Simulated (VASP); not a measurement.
Input of a VASP 6.6.1 run:

Contents of INCAR:

```
SYSTEM = GaP
  PREC = Accurate
  ENCUT = 500
  EDIFF = 1E-6
  ISMEAR = 0
  SIGMA = 0.01
  LREAL = .False.
  LASPH = .True.
  NELM = 120
  ALGO = Normal
  ISIF = 2
  LWAVE = .False.
  LCHARG = .True.
  GGA = PE
  LELF = .True.
  LVHAR = .True.
  NBANDS = 16
  GGA_COMPAT = .False.
```

File KPOINTS:

```
regular mesh
0
Gamma
  7 7 7
  0 0 0
```

POSCAR

```
GaP
1.0
    0.0000000000      2.6918382232      2.6918382232
    2.6918382232      0.0000000000      2.6918382232
    2.6918382232      2.6918382232      0.0000000000
Ga P
1 1
Direct
    0.0000000000      0.0000000000      0.0000000000
    0.2500000000      0.2500000000      0.2500000000
```

Potentials or basis: VASP PAW PBE potentials, release 64 (Ga_d, P).

Launch:

```bash
$ cat potpaw_PBE.64/Ga_d/POTCAR potpaw_PBE.64/P/POTCAR > POTCAR
$ mpirun -np 1 vasp_std > vasp.out
```

**Question.** Estimate the pressure.

**Answer.** 5.9 GPa.

**Question.** Estimate the band gap on the k mesh.

**Answer.** 1.52 eV (least direct gap 2.14 eV).

Caveat: the cell stands under pressure; an odd mesh through Γ misses points on the zone boundary, where band edges can lie.
